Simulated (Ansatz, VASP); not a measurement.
P: VASP beside Ansatz

INCAR

```
SYSTEM = P
PREC     = Accurate       ! precision mode
ENCUT    = 520            ! plane-wave cutoff, eV
EDIFF    = 1E-7           ! SCF threshold, eV
ISMEAR   = -1             ! smearing method
SIGMA    = 0.1            ! smearing width, eV
LREAL    = .False.        ! projectors in reciprocal space
LASPH    = .True.         ! aspherical terms in the spheres
NELM     = 60             ! most SCF steps
ALGO     = Normal         ! electronic algorithm
ISIF     = 2              ! what is computed and relaxed
LWAVE    = .False.        ! write WAVECAR
LCHARG   = .False.        ! write CHGCAR
GGA      = PE             ! functional
NBANDS   = 8              ! bands
```

File KPOINTS:

```
Automatic mesh
0
Gamma
  14 14 14
  0 0 0
```

File POSCAR:

```
P
1.0
    2.3417265738      0.0000000000      0.0000000000
    0.0000000000      2.3417265738      0.0000000000
    0.0000000000      0.0000000000      2.3417265738
P
1
Direct
    0.0000000000      0.0000000000      0.0000000000
```

Input for Ansatz:

```yaml
crystal:
  lattice:
    - [2.3417265738, 0.0, 0.0]
    - [0.0, 2.3417265738, 0.0]
    - [0.0, 0.0, 2.3417265738]
  atoms:
    - { symbol: P, position: [0.0, 0.0, 0.0] }
hamiltonian:
  xc: pbe
  pseudopotentials:
    kind: paw
    azcp:
      P: "pseudopotentials/P.paw.azcp"
basis:
  ecutwfc: 420
  fft_grid_basis: typed
kpoints:
  mp_grid: { grid: [14, 14, 14], shift: [0, 0, 0] }
magnetization:
  spin_polarized: false
scf:
  occupations: { method: fermi_dirac, width: 0.1 }
  lower_state_search: "off"
output:
  stress: true
  write_density: true
  write_potential: true
  elf: true
  volumetric_format: npy
```

Alike in both runs: task single point; functional PBE; k mesh 14 × 14 × 14; occupations fermi-dirac, width 0.1 eV; no spin polarisation.

|  | VASP | Ansatz |
| --- | --- | --- |
| version | VASP 6.6.1 | Ansatz 0.2.0 |
| potentials or method | VASP PAW PBE potentials, release 64 (P), cutoff 520 eV | plane waves (420 eV) with PAW, scalar-relativistic |
| valence electrons in the cell | 5 | 5 |

Ansatz gave:

* pressure (GPa): 20.6

Problem. Estimate VASP's values.

Solution. Pressure (GPa): 20.1.
